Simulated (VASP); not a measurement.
LiNbO3:

```
Li Nb O
1.0
     2.61150    1.50775    4.59828
    -2.61150    1.50775    4.59828
     0.00000   -3.01550    4.59828
Li Nb O
2 2 6
Cartesian
  0.0000 0.0000 3.4487
  0.0000 0.0000 10.3461
  0.0000 0.0000 6.8974
  0.0000 0.0000 0.0000
  -0.6248 -1.5078 5.7479
  -0.9933 1.2950 5.7479
  0.6248 1.5078 8.0470
  -1.6182 -0.2128 8.0470
  0.9933 -1.2950 8.0470
  1.6182 0.2128 5.7479
```

| Property | Result |
| --- | --- |
| Program | VASP 6.6.1 |
| Task | relaxation of cell and atoms |
| Functional | PBEsol |
| Potentials or basis | VASP PAW PBE potentials, release 64 (Li_sv, Nb_sv, O) |
| Cutoff | 600 eV |
| k mesh | 6 × 6 × 6 |
| Occupations | fermi-dirac, width 0.02 eV |
| Spin | no spin polarisation |

At the start: pressure -5.7 GPa; volume 10.86 Å³/atom.

Where does the relaxation end?

Over 10 steps the energy falls by 5.4 meV/atom and the volume is 10.56 Å³/atom (-2.8 %); space group R-3c (No. 167, to 0.1 Å) before and after.

Step by step:
```tsv
step	energy change (eV)	largest force (eV/Å)	pressure (GPa)	volume (Å³)
1	0.0000	0.1850	-5.65	108.63
2	0.0229	0.3322	7.39	102.72
3	-0.0523	0.0395	-0.10	105.89
4	-0.0523	0.0443	0.02	105.83
5	-0.0531	0.0325	0.03	105.76
6	-0.0535	0.0117	0.06	105.62
7	-0.0535	0.0158	0.05	105.65
8	-0.0536	0.0040	-0.11	105.70
9	-0.0536	0.0022	-0.12	105.70
10	-0.0537	0.0023	-0.05	105.64
```

Final structure:
```cif
data_structure
_symmetry_space_group_name_H-M 'P 1'
_symmetry_Int_Tables_number 1
_cell_length_a 5.4397
_cell_length_b 5.4397
_cell_length_c 5.4397
_cell_angle_alpha 56.886
_cell_angle_beta 56.886
_cell_angle_gamma 56.886
_cell_volume 105.64
loop_
_atom_site_label
_atom_site_type_symbol
_atom_site_fract_x
_atom_site_fract_y
_atom_site_fract_z
_atom_site_occupancy
Li1 Li 0.25000 0.25000 0.25000 1
Li2 Li 0.75000 0.75000 0.75000 1
Nb1 Nb 0.50000 0.50000 0.50000 1
Nb2 Nb 0.00000 0.00000 0.00000 1
O1 O 0.12998 0.37002 0.75000 1
O2 O 0.37002 0.75000 0.12998 1
O3 O 0.87002 0.62998 0.25000 1
O4 O 0.25000 0.87002 0.62998 1
O5 O 0.62998 0.25000 0.87002 1
O6 O 0.75000 0.12998 0.37002 1
```

Caveat: the cutoff is under 1.25 times the usual one of these potentials, so pressure, stress and relaxed cells hold a basis-set (Pulay) error; the PAW data sets were made with another functional, which shifts forces and pressure a little.
